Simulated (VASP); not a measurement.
CsI, 2 atoms in the cell. It takes space group Pm-3m (No. 221, cubic). Conventional cell: a = 4.608 Å, b = 4.608 Å, c = 4.608 Å, α = 90.00°, β = 90.00°, γ = 90.00°. Cs (site symmetry m-3m) has 8 I at 3.99 Å and 6 Cs at 4.61 Å within 5.2 Å. Within 5.2 Å of I (site symmetry m-3m) lie 8 Cs at 3.99 Å and 6 I at 4.61 Å. 

* Program: VASP 6.6.1
* Task: single point
* Functional: PBE
* Potentials or basis: VASP PAW PBE potentials, release 64 (Cs_sv, I)
* Cutoff: 500 eV
* k mesh: 4 × 4 × 4, shifted
* Occupations: gaussian, width 0.01 eV
* Spin: no spin polarisation
* Dipole correction: no
* Further INCAR settings: ALGO = Normal; EDIFF = 1e-06; NBANDS = 15

Potentials or basis: VASP PAW PBE potentials, release 64 (Cs_sv, I).

Launch:

```bash
$ cat potpaw_PBE.64/Cs_sv/POTCAR potpaw_PBE.64/I/POTCAR > POTCAR
$ mpirun -np 1 vasp_std > vasp.out
```

Hardware: 1 thread of Intel(R) Xeon(R) Platinum 8259CL CPU @ 2.50GHz (Skylake/Cascade Lake), on a shared host.

Estimate the wall time of this run.

Run time: 8.9 s on 1 thread of Intel(R) Xeon(R) Platinum 8259CL CPU @ 2.50GHz (Skylake/Cascade Lake), with other jobs on the host, peak memory 0.2 GiB. Counts: scf iterations 12, k points 4.
